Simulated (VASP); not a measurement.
# AlN (wurtzite) (P6_3mc) in VASP: vibrations by perturbation theory with LDA

Aim: the vibrations by perturbation theory of AlN (wurtzite) with LDA.

All numbers are computed with VASP 6.6.1; they aren't measurements. Logs are shortened: lines on timing, memory, paths and dates and some standing lists are left out, and cuts for length are marked.

## (1) The cell of the first run

It takes space group P6_3mc (No. 186, hexagonal). Conventional cell: a = 3.120 Å, b = 3.120 Å, c = 4.912 Å, α = 90.00°, β = 90.00°, γ = 120.00°. Within 2.5 Å of Al (site symmetry 3m) lie 4 N at 1.89 Å. N (site symmetry 3m) has 4 Al at 1.89 Å within 2.5 Å.

## (2) Vibrations by perturbation theory, LDA

Input file INCAR:

```
SYSTEM = AlN
ALGO = Normal
EDIFF = 1E-8
ENCUT = 520
IBRION = 8
ISIF = 2
ISMEAR = 0
LASPH = .True.
LCHARG = .False.
LEPSILON = .True.
LREAL = .False.
LWAVE = .False.
NELM = 80
NSW = 1
PREC = Accurate
SIGMA = 0.01
```

Input file KPOINTS:

```
k-points
0
Gamma
  8 8 5
  0 0 0
```

Input file POSCAR:

```
AlN
1.0
    3.1201000000      0.0000000000      0.0000000000
   -1.5600500000      2.7020858623      0.0000000000
    0.0000000000      0.0000000000      4.9117746583
Al N
2 2
Direct
    0.3333333333      0.6666666667     -0.0005309102
    0.6666666667      0.3333333333      0.4994690898
    0.3333333333      0.6666666667      0.3845309102
    0.6666666667      0.3333333333      0.8845309102
```

Potentials or basis: VASP PAW LDA potentials, release 64 (Al, N).

The run is started by

```bash
$ cat potpaw_LDA.64/Al/POTCAR potpaw_LDA.64/N/POTCAR > POTCAR
$ mpirun -np 1 vasp_std > vasp.out
```

OUTCAR:

```text
SYSTEM = AlN
   EDIFF = 1E-8
   ENCUT = 520
   IBRION = 8
   ISIF = 2
   ISMEAR = 0
   LASPH = .True.
   LEPSILON = .True.
   LREAL = .False.
   NELM = 80
   NSW = 1
   PREC = Accurate

 ion  position               nearest neighbor table
   1  0.333  0.667  0.999-   4 1.89   4 1.89   4 1.89   3 1.89   2 3.05   2 3.05   2 3.05   2 3.05
                             2 3.05   2 3.05
   2  0.667  0.333  0.499-   3 1.89   3 1.89   3 1.89   4 1.89   1 3.05   1 3.05   1 3.05   1 3.05
                             1 3.05   1 3.05
   3  0.333  0.667  0.385-   2 1.89   2 1.89   2 1.89   1 1.89
   4  0.667  0.333  0.885-   1 1.89   1 1.89   1 1.89   2 1.89

  LATTYP: Found a hexagonal cell.
 ALAT       =     3.1201000000
 C/A-ratio  =     1.5742362932

  Lattice vectors:

 A1 = (   3.1201000000,   0.0000000000,   0.0000000000)
 A2 = (  -1.5600500000,   2.7020858623,   0.0000000000)
 A3 = (   0.0000000000,   0.0000000000,   4.9117746583)

Analysis of symmetry for initial positions (statically):
=====================================================================
 Subroutine PRICEL returns:
 Original cell was already a primitive cell.

 Routine SETGRP: Setting up the symmetry group for a
 hexagonal supercell.

 Subroutine GETGRP returns: Found 12 space group operations
 (whereof  6 operations were pure point group operations)
 out of a pool of 24 trial point group operations.

The static configuration has the point symmetry C_3v.
 The point group associated with its full space group is C_6v.

Analysis of symmetry for dynamics (positions and initial velocities):
=====================================================================
 Subroutine PRICEL returns:
 Original cell was already a primitive cell.

 Routine SETGRP: Setting up the symmetry group for a
 hexagonal supercell.

 Subroutine GETGRP returns: Found 12 space group operations
 (whereof  6 operations were pure point group operations)
 out of a pool of 24 trial point group operations.

The dynamic configuration has the point symmetry C_3v.
 The point group associated with its full space group is C_6v.

 Subroutine INISYM returns: Found 12 space group operations
 (whereof  6 operations are pure point group operations),
 and found     1 'primitive' translations

----------------------------------------------------------------------------------------

                                     Primitive cell

  volume of cell :      41.4101

  direct lattice vectors                    reciprocal lattice vectors
     3.120100000  0.000000000  0.000000000     0.320502548  0.185042232  0.000000000
    -1.560050000  2.702085862  0.000000000     0.000000000  0.370084465  0.000000000
     0.000000000  0.000000000  4.911774658     0.000000000  0.000000000  0.203592402

  length of vectors
     3.120100000  3.120100000  4.911774658     0.370084465  0.370084465  0.203592402

  position of ions in fractional coordinates (direct lattice)
     0.333333333  0.666666667  0.999469090
     0.666666667  0.333333333  0.499469090
     0.333333333  0.666666667  0.384530910
     0.666666667  0.333333333  0.884530910

  ion indices of the primitive-cell ions
   primitive index   ion index
                 1           1
                 2           2
                 3           3
                 4           4

----------------------------------------------------------------------------------------

 KPOINTS: k-points

Automatic generation of k-mesh.
 Grid dimensions read from file:
 generate k-points for:    8    8    5

 Generating k-lattice:

  Cartesian coordinates                     Fractional coordinates (reciprocal lattice)
     0.040062818  0.023130279  0.000000000     0.125000000 -0.000000000  0.000000000
[... 513 lines left out ...]
  free energy    TOTEN  =        -0.42082898 eV

  energy without entropy =       -0.42082898

------------------------ aborting loop because EDIFF is reached ----------------------------------------

--------------------------------------- Ionic step        2  -------------------------------------------

------------------------ aborting loop because EDIFF is reached ----------------------------------------

--------------------------------------- Ionic step        3  -------------------------------------------

------------------------ aborting loop because EDIFF is reached ----------------------------------------

 PIEZOELECTRIC TENSOR FIELD DIRECTION 3  (e Angst)
 -----------------------------------------------------------------------------
     0.63481  0.00000 -0.00000           (  0.00496  0.00000  0.00000)
    -0.00000  0.63481 -0.00000           ( -0.00000  0.00496  0.00000)
     0.00000  0.00000 -0.83873           (  0.00000  0.00000 -0.01612)

 PIEZOELECTRIC TENSOR FIELD DIRECTION 3  (C/m^2)
 -----------------------------------------------------------------------------
     0.24561  0.00000 -0.00000
    -0.00000  0.24561 -0.00000
     0.00000  0.00000 -0.32451

[... ionic steps 4 to 9 ...]

--------------------------------------- Ionic step       10  -------------------------------------------

------------------------ aborting loop because EDIFF is reached ----------------------------------------

[... ionic steps 11 to 11 ...]

--------------------------------------- Ionic step       12  -------------------------------------------

 Free energy of the ion-electron system (eV)
  ---------------------------------------------------
  ---------------------------------------------------
  free energy    TOTEN  =        -0.25001048 eV

  energy without entropy =       -0.25001048

------------------------ aborting loop because EDIFF is reached ----------------------------------------

 INTERNAL STRAIN TENSOR  FOR ION    3  DIRECTION 3   (eV/Angst):
 -----------------------------------------------------------------------------
     5.39887 -0.00000 -0.00000
    -0.00000  5.39887  0.00000
     0.00000  0.00000-13.67907

 MACROSCOPIC STATIC DIELECTRIC TENSOR (including local field effects in DFT)
 ------------------------------------------------------
           4.432108     0.000000     0.000000
           0.000000     4.432108     0.000000
          -0.000000     0.000000     4.631032
 ------------------------------------------------------

 PIEZOELECTRIC TENSOR (including local field effects)  for field in x, y, z        (e  Angst)
          XX          YY          ZZ          XY          YZ          ZX
  --------------------------------------------------------------------------------
  x     0.00000     0.00000     0.00000    -0.00000     0.00000     0.85388
  y    -0.00000     0.00000     0.00000     0.00000     0.85388     0.00000
  z     0.63481     0.63481    -0.83873     0.00000     0.00000     0.00000

 PIEZOELECTRIC TENSOR (including local field effects)  for field in x, y, z        (C/m^2)
          XX          YY          ZZ          XY          YZ          ZX
  --------------------------------------------------------------------------------
  x     0.00000     0.00000     0.00000    -0.00000     0.00000     0.33037
  y    -0.00000     0.00000     0.00000     0.00000     0.33037     0.00000
  z     0.24561     0.24561    -0.32451     0.00000     0.00000     0.00000

 BORN EFFECTIVE CHARGES (including local field effects) (in |e|, cummulative output)
 ---------------------------------------------------------------------------------
 ion    1
    1     2.51347     0.00000     0.00000
    2    -0.00000     2.51347     0.00000
    3     0.00000     0.00000     2.68663
 ion    2
    1     2.51347    -0.00000     0.00000
    2    -0.00000     2.51347     0.00000
    3     0.00000     0.00000     2.68663
 ion    3
    1    -2.51347     0.00000     0.00000
    2     0.00000    -2.51347    -0.00000
    3     0.00000    -0.00000    -2.68663
 ion    4
    1    -2.51347     0.00000     0.00000
    2     0.00000    -2.51347    -0.00000
    3     0.00000     0.00000    -2.68663

 INTERNAL STRAIN TENSOR FOR ION    4 for displacements in x,y,z  (eV/Angst):
          X           Y           Z          XY          YZ          ZX
  --------------------------------------------------------------------------------
  x     0.00000     0.00000    -0.00000    10.55722     0.00000     4.96734
  y    10.55722   -10.55722    -0.00000     0.00000     4.97524     0.00000
  z     5.39887     5.39887   -13.67907     0.00000     0.00000     0.00000

 SECOND DERIVATIVES (NOT SYMMETRIZED)
 ------------------------------------
               1X          1Y          1Z          2X          2Y          2Z          3X          3Y          3Z          4X          4Y          4Z
  1X   -15.826266    0.000000   -0.000000    0.700577    0.000000    0.000000    1.529158   -0.000000    0.000000   13.596531    0.000000    0.000000
  1Y     0.000000  -15.826266   -0.000000    0.000000    0.700577    0.000000   -0.000000    1.529158    0.000000    0.000000   13.596531    0.000000
  1Z     0.000000    0.000000  -21.068572   -0.000000    0.000000    8.343878    0.000000    0.000000    6.577359    0.000000    0.000000    6.147334
  2X     0.700577    0.000000   -0.000000  -15.826266    0.000000    0.000000   13.596531    0.000000    0.000000    1.529158   -0.000000    0.000000
  2Y     0.000000    0.700577   -0.000000    0.000000  -15.826266    0.000000    0.000000   13.596531   -0.000000   -0.000000    1.529158   -0.000000
  2Z     0.000000    0.000000    8.343878   -0.000000    0.000000  -21.068572    0.000000    0.000000    6.147334   -0.000000   -0.000000    6.577359
  3X     1.531625   -0.000000    0.000000   13.598489    0.000000    0.000000  -15.929077   -0.000000   -0.000000    0.798963   -0.000000   -0.000000
  3Y     0.000000    1.531625    0.000000   -0.000000   13.598489    0.000000   -0.000000  -15.929077   -0.000000    0.000000    0.798963    0.000000
  3Z     0.000000   -0.000000    6.561665    0.000000   -0.000000    6.161958    0.000000    0.000000  -19.921940    0.000000    0.000000    7.198317
  4X    13.598489    0.000000   -0.000000    1.531625   -0.000000    0.000000    0.798963    0.000000    0.000000  -15.929077    0.000000    0.000000
  4Y    -0.000000   13.598489   -0.000000   -0.000000    1.531625    0.000000    0.000000    0.798963   -0.000000    0.000000  -15.929077    0.000000
  4Z     0.000000    0.000000    6.161958   -0.000000    0.000000    6.561665    0.000000    0.000000    7.198317    0.000000    0.000000  -19.921940

 Eigenvectors and eigenvalues of the dynamical matrix
 ----------------------------------------------------

   1 f  =   21.760976 THz   136.728243 2PiTHz  725.868019 cm-1    89.996124 meV
             X         Y         Z           dx          dy          dz
     -0.000000  1.801391  4.909167     0.000000   -0.000000    0.017805
      1.560050  0.900695  2.453280     0.000000    0.000000   -0.017805
     -0.000000  1.801391  1.888729    -0.000000   -0.000000   -0.706883
      1.560050  0.900695  4.344617    -0.000000    0.000000    0.706883
[... 71 lines left out ...]
  12 f/i=    0.001389 THz     0.008727 2PiTHz    0.046332 cm-1     0.005744 meV
             X         Y         Z           dx          dy          dz
     -0.000000  1.801391  4.909167     0.088005   -0.566982    0.000000
      1.560050  0.900695  2.453280     0.088005   -0.566982    0.000000
     -0.000000  1.801391  1.888729     0.063387   -0.408373    0.000000
      1.560050  0.900695  4.344617     0.063387   -0.408373    0.000000

--------------------------------------------------------------------------------------------------------

 MACROSCOPIC STATIC DIELECTRIC TENSOR IONIC CONTRIBUTION
 ------------------------------------------------------
           3.649714    -0.000000     0.000000
          -0.000000     3.649714    -0.000000
           0.000000    -0.000000     4.957645
 ------------------------------------------------------

 ELASTIC MODULI CONTR FROM IONIC RELAXATION (kBar)
 Direction    XX          YY          ZZ          XY          YZ          ZX
 --------------------------------------------------------------------------------
 XX        -700.6126    344.6938    450.6662     -0.0000      0.0000      0.0000
 YY         344.6938   -700.6126    450.6662      0.0000     -0.0000     -0.0000
 ZZ         450.6662    450.6662  -1141.2716      0.0000     -0.0000      0.0000
 XY          -0.0000      0.0000      0.0000   -522.6532      0.0000      0.0000
 YZ           0.0000     -0.0000     -0.0000      0.0000   -114.7422      0.0000
 ZX           0.0000     -0.0000      0.0000      0.0000      0.0000   -123.4401
 --------------------------------------------------------------------------------

 PIEZOELECTRIC TENSOR IONIC CONTR  for field in x, y, z        (C/m^2)
          XX          YY          ZZ          XY          YZ          ZX
  --------------------------------------------------------------------------------
  x     0.00000    -0.00000     0.00000     0.00000     0.00000    -0.63158
  y     0.00000    -0.00000    -0.00000     0.00000    -0.60892     0.00000
  z    -0.88383    -0.88383     2.23823    -0.00000     0.00000    -0.00000
```

Run time: 4.1 min. Hardware: 1 thread of Intel Xeon 6975P-C, shared host; peak memory 0.32 GiB.

What came out:

```
Electronic dielectric tensor (diagonal)                 : 4.43, 4.43, 4.63
Born charges (mean of the diagonal)                     : Al +2.57; N -2.57 e
Highest phonon frequency at Γ, LO-TO splitting left out : 726 cm⁻¹
```

Phonon frequencies in cm⁻¹ (negative: imaginary):
| q point | frequencies |
| --- | --- |
| (0.000, 0.000, 0.000) | 0 0 0 243 243 544 613 657 657 668 668 726 |

Electronic dielectric tensor:
```
4.43 0.00 0.00
0.00 4.43 0.00
0.00 0.00 4.63
```

Born effective charge tensors (e):
atom 1, Al
```
2.51 0.00 0.00
0.00 2.51 0.00
0.00 0.00 2.69
```
atom 2, Al
```
2.51 0.00 0.00
0.00 2.51 0.00
0.00 0.00 2.69
```
atom 3, N
```
-2.51  0.00  0.00
 0.00 -2.51  0.00
 0.00  0.00 -2.69
```
atom 4, N
```
-2.51  0.00  0.00
 0.00 -2.51  0.00
 0.00  0.00 -2.69
```

Caveat: the cell wasn't relaxed at this level first, which shifts response properties.
